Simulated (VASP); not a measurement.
Write the native input for VASP 6.6.1 that does the following.

```yaml
Task: single point
Functional: PBE
Dispersion: D3(BJ)
Potentials_or_basis: VASP PAW PBE potentials, release 64 (Se, W_sv)
Cutoff: 520 eV
k_mesh: 9 × 9 × 1
Occupations: gaussian, width 0.05 eV
Spin: no spin polarisation
Dipole_correction: yes
Further_INCAR_settings: ALGO = Normal; EDIFF = 1e-06; NBANDS = 35
```

The structure of WSe2 lies in POSCAR:

```
WSe2
1.0
    3.2854929709      0.0000000000      0.0000000000
   -1.6427464855      2.8453203767      0.0000000000
    0.0000000000      0.0000000000     24.2386466774
Se W
4 2
Direct
    0.3333333333      0.6666666667      0.1856539294
    0.3333333333      0.6666666667      0.3246601777
    1.2222222222     -0.2222222222      0.4735958856
    1.2222222222     -0.2222222222      0.6126021339
    0.6666666667      0.3333333333      0.2551570536
    1.5555555556     -0.5555555556      0.5430990097
```

One way to write it, as run:

INCAR

```
ALGO = Normal ; DIPOL = 0.5 0.5 0.399
EDIFF = 1E-6 ; ENCUT = 520
GGA = PE ; IDIPOL = 3
ISIF = 2 ; ISMEAR = 0
IVDW = 12 ; LASPH = True
LCHARG = True ; LDIPOL = True
LELF = True ; LREAL = False
LVACPOTAV = True ; LVHAR = True
LWAVE = False ; NBANDS = 35
NELM = 60 ; PREC = Accurate
SIGMA = 0.05
```

KPOINTS

```
k-points
0
Gamma
  9 9 1
```

Potentials or basis: VASP PAW PBE potentials, release 64 (Se, W_sv).

Launch:

```console
$ cat potpaw_PBE.64/Se/POTCAR potpaw_PBE.64/W_sv/POTCAR > POTCAR
$ mpirun -np 1 vasp_std > vasp.out
```

Results of the run:

* Largest force: 0.060 eV/Å
* Band gap on the k mesh: 1.53 eV, indirect (least direct gap 1.65 eV)
* Dispersion energy per atom: -0.384 eV

Caveat: spin-orbit coupling is left out, which moves the levels of the heavy elements.

It took 3.8 min on 1 thread of Intel(R) Xeon(R) Platinum 8259CL CPU @ 2.50GHz (Skylake/Cascade Lake), with other jobs on the host, peak memory 0.41 GiB.
